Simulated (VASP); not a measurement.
# B2Pt (P6_3mc) in VASP: further runs, part 2 of 2

VASP 6.6.1. The steps go on from the part before.

### 3 Relaxation of cell and atoms, PBE+D3(BJ)

Input file INCAR:

```
SYSTEM = B2Pt
PREC = Accurate ; ENCUT = 600
EDIFF = 1E-6 ; ISMEAR = 0
SIGMA = 0.1 ; LREAL = .FALSE.
LASPH = .TRUE. ; NELM = 60
ALGO = Normal ; ISIF = 3
LWAVE = .FALSE. ; LCHARG = .FALSE.
GGA = PE ; IVDW = 12
IBRION = 2 ; NSW = 100
EDIFFG = -0.01
```

Input file KPOINTS:

```
Automatic mesh
0
G
  12 12 6
  0 0 0
```

Input file POSCAR:

```
B2Pt
1.0
    3.0381734070      0.0000000000      0.0000000000
   -1.5190867035      2.6311353516      0.0000000000
    0.0000000000      0.0000000000      7.1776568827
B Pt
4 2
Direct
    0.3333333333      0.6666666667      0.8906858828
    0.0000000000      0.0000000000      0.3363883437
    0.0000000000      0.0000000000      0.8363883437
    0.6666666667      0.3333333333      0.3906858828
    0.6666666667      0.3333333333      0.0964388435
    0.3333333333      0.6666666667      0.5964388435
```

Potentials or basis: VASP PAW PBE potentials, release 64 (B, Pt).

Launch:

```console
$ cat potpaw_PBE.64/B/POTCAR potpaw_PBE.64/Pt/POTCAR > POTCAR
$ mpirun -np 1 vasp_std > vasp.out
```

OUTCAR:

```text
SYSTEM = B2Pt
   PREC = Accurate
   ENCUT = 600
   EDIFF = 1E-6
   ISMEAR = 0
   LREAL = .FALSE.
   LASPH = .TRUE.
   NELM = 60
   ISIF = 3
   GGA = PE
   IVDW = 12
   IBRION = 2
   NSW = 100
   EDIFFG = -0.01
 IVDW          = 12

 ion  position               nearest neighbor table
   1  0.333  0.667  0.891-   3 1.80   3 1.80   3 1.80   6 2.11   5 2.29   5 2.29   5 2.29
   2  0.000  0.000  0.336-   4 1.80   4 1.80   4 1.80   5 2.46   5 2.46   5 2.46   6 2.56   6 2.56
                             6 2.56
   3  0.000  0.000  0.836-   1 1.80   1 1.80   1 1.80   6 2.46   6 2.46   6 2.46   5 2.56   5 2.56
                             5 2.56
   4  0.667  0.333  0.391-   2 1.80   2 1.80   2 1.80   5 2.11   6 2.29   6 2.29   6 2.29
   5  0.667  0.333  0.096-   4 2.11   1 2.29   1 2.29   1 2.29   2 2.46   2 2.46   2 2.46   3 2.56
                             3 2.56   3 2.56
   6  0.333  0.667  0.596-   1 2.11   4 2.29   4 2.29   4 2.29   3 2.46   3 2.46   3 2.46   2 2.56
                             2 2.56   2 2.56

  LATTYP: Found a hexagonal cell.
 ALAT       =     3.0381734070
 C/A-ratio  =     2.3624908526

  Lattice vectors:

 A1 = (   3.0381734070,   0.0000000000,   0.0000000000)
 A2 = (  -1.5190867035,   2.6311353516,   0.0000000000)
 A3 = (   0.0000000000,   0.0000000000,   7.1776568827)

Analysis of symmetry for initial positions (statically):
=====================================================================
 Subroutine PRICEL returns:
 Original cell was already a primitive cell.

 Routine SETGRP: Setting up the symmetry group for a
 hexagonal supercell.

 Subroutine GETGRP returns: Found 12 space group operations
 (whereof  6 operations were pure point group operations)
 out of a pool of 24 trial point group operations.

The static configuration has the point symmetry C_3v.
 The point group associated with its full space group is C_6v.

Analysis of symmetry for dynamics (positions and initial velocities):
=====================================================================
 Subroutine PRICEL returns:
 Original cell was already a primitive cell.

 Routine SETGRP: Setting up the symmetry group for a
 hexagonal supercell.

 Subroutine GETGRP returns: Found 12 space group operations
 (whereof  6 operations were pure point group operations)
 out of a pool of 24 trial point group operations.

The dynamic configuration has the point symmetry C_3v.
[... 114 lines left out ...]
   ISIF   =      3    stress and relaxation
   ISYM   =      2    0-nonsym 1-usesym 2-fastsym
   POTIM  = 0.5000    time-step for ionic-motion
   TEBEG  =    0.0;   TEEND  =   0.0 temperature during run
   PSTRESS=    0.0 pullay stress
   NELECT =      32.0000    total number of electrons
   NUPDOWN=      -1.0000    fix difference up-down
   EMIN   =  10.00;   EMAX   =-10.00  energy-range for DOS
   EFERMI =   0.00;   METHOD = LEGACY
   ISMEAR =     0;   SIGMA  =   0.10  broadening in eV -4-tet -1-fermi 0-gaus
   EFERMI_NEDOS =   21; number of points for ismear=-14 and -15
   IALGO  =     38    algorithm
   IMIX   =      4    mixing-type and parameters
     AMIX     =   0.40;   BMIX     =  1.00
     AMIX_MAG =   1.60;   BMIX_MAG =  1.00
  volume/ion in A,a.u.               =       9.56        64.53
  Fermi-wavevector in a.u.,A,eV,Ry     =   1.347551  2.546503 24.706749  1.815895
  Thomas-Fermi vector in A             =   2.475293
   LORBIT       =      0    0 simple, 1 ext, 2 COOP (PROOUT), +10 PAW based schemes
   GGA     = PE    functional components
   LHFCALC =     F    Hartree Fock is set to
   AEXX    =    0.0000 exact exchange contribution
   IVDW    =    12    specifies the selected vdW correction
   LEPSILON=     F    determine dielectric tensor
   LRPA    =     F    only Hartree local field effects (RPA)
 conjugate gradient relaxation of ions
 non-spin polarized calculation
 Gauss-broadening in eV      SIGMA  =   0.10
  energy-cutoff  :      600.00
  volume of cell :       57.38
 maximum number of plane-waves:      1940
   NGX = 13   NGY = 13   NGZ = 29

--------------------------------------- Ionic step        1  -------------------------------------------

 number of electron      32.0000000 magnetization

 Free energy of the ion-electron system (eV)
  ---------------------------------------------------
  ext. energy  EPLUGINS =         0.00000000
  ---------------------------------------------------
  free energy    TOTEN  =       -37.24161108 eV

  energy without entropy =      -37.23077418  energy(sigma->0) =      -37.23619263

------------------------ aborting loop because EDIFF is reached ----------------------------------------

 Edisp (eV)   -2.42482

 E8    (eV) :    -0.9867
[... 255 lines left out ...]
--------------------------------------- Ionic step        7  -------------------------------------------

 number of electron      32.0000002 magnetization

 Free energy of the ion-electron system (eV)
  ---------------------------------------------------
  ext. energy  EPLUGINS =         0.00000000
  ---------------------------------------------------
  free energy    TOTEN  =       -37.24049064 eV

  energy without entropy =      -37.22995616  energy(sigma->0) =      -37.23522340

 E-fermi :   9.8496     XC(G=0): -12.8452

 val. band max:        9.8209537645   @ k =   0.2500   0.2500   0.3333
 cond. band min:       9.8617467769   @ k =   0.2500   0.2500   0.1667
 fundamental gap:      0.0407930124
 Fermi energy:         9.8496380516

 k-point     1 :       0.0000    0.0000    0.0000
  band No.  band energies     occupation
      1      -4.5277      2.00000
      2      -2.5894      2.00000
      3       0.0218      2.00000
      4       2.8430      2.00000
      5       4.8777      2.00000
      6       4.9021      2.00000
[... 541 lines left out ...]
     19      13.4118      0.00000
     20      14.1466      0.00000

 [... further k-points ...]

------------------------ aborting loop because EDIFF is reached ----------------------------------------

 Edisp (eV)   -2.42784

 E8    (eV) :    -0.9880
[... 29 lines left out ...]
  FREE ENERGIE OF THE ION-ELECTRON SYSTEM (eV)
  ---------------------------------------------------
  free  energy   TOTEN  =       -39.6683323604 eV

  energy  without entropy=      -39.6577978852  energy(sigma->0) =      -39.66306512

 reached required accuracy - stopping structural energy minimisation
```

Run time: 4.4 min. Hardware: 1 thread of Intel Xeon 8259CL, shared host; peak memory 0.27 GiB.

What came out:

* Free energy: -39.6683 eV
* Relaxed volume: 9.55 Å³/atom
* Relaxed cell: a = 3.029 Å, b = 3.029 Å, c = 7.213 Å, α = 90.00°, β = 90.00°, γ = 120.00°
* Space group after relaxing (to 0.1 Å): P6_3mc (No. 186)
* Energy gained by relaxing: 0.3 meV/atom
* Ionic steps: 7
* Pressure after relaxing: 0.1 GPa
* Band gap on the k mesh: zero (bands 16 and 17 overlap by 0.94 eV)
* Dispersion energy per atom: -0.405 eV

Forces on the atoms (eV/Å):
```
B    0.000  0.000  0.002
B    0.000  0.000  0.000
B    0.000  0.000  0.000
B    0.000  0.000  0.002
Pt   0.000  0.000 -0.003
Pt   0.000  0.000 -0.003
```

The path:
| step | energy change (eV) | largest force (eV/Å) | pressure (GPa) | volume (Å³) |
| --- | --- | --- | --- | --- |
| 1 | 0.0000 | 0.0277 | -0.08 | 57.38 |
| 2 | -0.0012 | 0.0586 | 0.04 | 57.34 |
| 3 | -0.0014 | 0.0732 | 0.09 | 57.32 |
| 4 | -0.0018 | 0.0270 | -0.03 | 57.35 |
| 5 | -0.0018 | 0.0193 | -0.02 | 57.34 |
| 6 | -0.0018 | 0.0139 | -0.02 | 57.33 |
| 7 | -0.0019 | 0.0026 | 0.07 | 57.31 |

Final structure:
```cif
data_structure
_symmetry_space_group_name_H-M 'P 1'
_symmetry_Int_Tables_number 1
_cell_length_a 3.0291
_cell_length_b 3.0291
_cell_length_c 7.2126
_cell_angle_alpha 90.000
_cell_angle_beta 90.000
_cell_angle_gamma 120.000
_cell_volume 57.31
loop_
_atom_site_label
_atom_site_type_symbol
_atom_site_fract_x
_atom_site_fract_y
_atom_site_fract_z
_atom_site_occupancy
B1 B 0.33333 0.66667 0.89070 1
B2 B 0.00000 0.00000 0.33533 1
B3 B 0.00000 0.00000 0.83533 1
B4 B 0.66667 0.33333 0.39070 1
Pt1 Pt 0.66667 0.33333 0.09748 1
Pt2 Pt 0.33333 0.66667 0.59748 1
```

Caveat: spin-orbit coupling is left out, which moves the levels of the heavy elements.
